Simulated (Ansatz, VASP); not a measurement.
**One calculation of Cu, two programs**

INCAR

```
ALGO     = Normal         # electronic algorithm
EDIFF    = 1E-6           # SCF threshold, eV
ENCUT    = 520            # plane-wave cutoff, eV
GGA      = PE             # functional
ISIF     = 2              # what is computed and relaxed
ISMEAR   = 0              # smearing method
LASPH    = True           # aspherical terms in the spheres
LCHARG   = False          # write CHGCAR
LREAL    = False          # projectors in reciprocal space
LWAVE    = False          # write WAVECAR
NBANDS   = 12             # bands
NELM     = 60             # most SCF steps
PREC     = Accurate       # precision mode
SIGMA    = 0.15           # smearing width, eV
```

The input KPOINTS:

```
k-points
0
Gamma
  22 22 22
```

File POSCAR:

```
Cu
1.0
    0.0000000000      1.6629000000      1.7352000000
    1.6629000000      0.0000000000      1.7352000000
    1.6629000000      1.6629000000      0.0000000000
Cu
1
Direct
    0.0000000000      0.0000000000      0.0000000000
```

Input for Ansatz:

```yaml
crystal:
  lattice:
    - [0.0, 1.6629, 1.7352]
    - [1.6629, 0.0, 1.7352]
    - [1.6629, 1.6629, 0.0]
  atoms:
    - { symbol: Cu, position: [0.0, 0.0, 0.0] }
basis:
  ecutwfc: 420
kpoints:
  mp_grid: { grid: [22, 22, 22] }
hamiltonian:
  xc: pbe
scf:
  occupations: { method: gaussian, width: 0.15 }
output:
  forces: true
  stress: true
  eigenvalues: true
```

Change from the starting cell: strain -0.080 along x and y, -0.040 along z, atoms carried along.

Alike in both runs: task single point; functional PBE; k mesh 22 × 22 × 22; occupations gaussian, width 0.15 eV; no spin polarisation.

|  | VASP | Ansatz |
| --- | --- | --- |
| version | VASP 6.6.1 | Ansatz 0.2.0 |
| potentials or method | VASP PAW PBE potentials, release 64 (Cu), cutoff 520 eV | scalar-relativistic, plane waves, PAW |
| valence electrons in the cell | 11 | 19 |

Ansatz gave:

- gap on the k mesh at the Fermi level (eV): none
- pressure (GPa): 53.8
- traceless stress, the component that is largest in VASP (GPa): -3.40

Task: Which values does VASP return?

Result: gap on the k mesh at the Fermi level (eV): none; pressure (GPa): 54.4; traceless stress, the component that is largest in VASP (GPa): -3.39.

A gap of «none» marks a metal or a gap that the smearing closes. Both programs put the cell under a high pressure, so it lies far from rest at this level. VASP's potentials hold 11 valence electrons a cell and Ansatz's 19, so a difference there can come from the potentials and not from the codes.
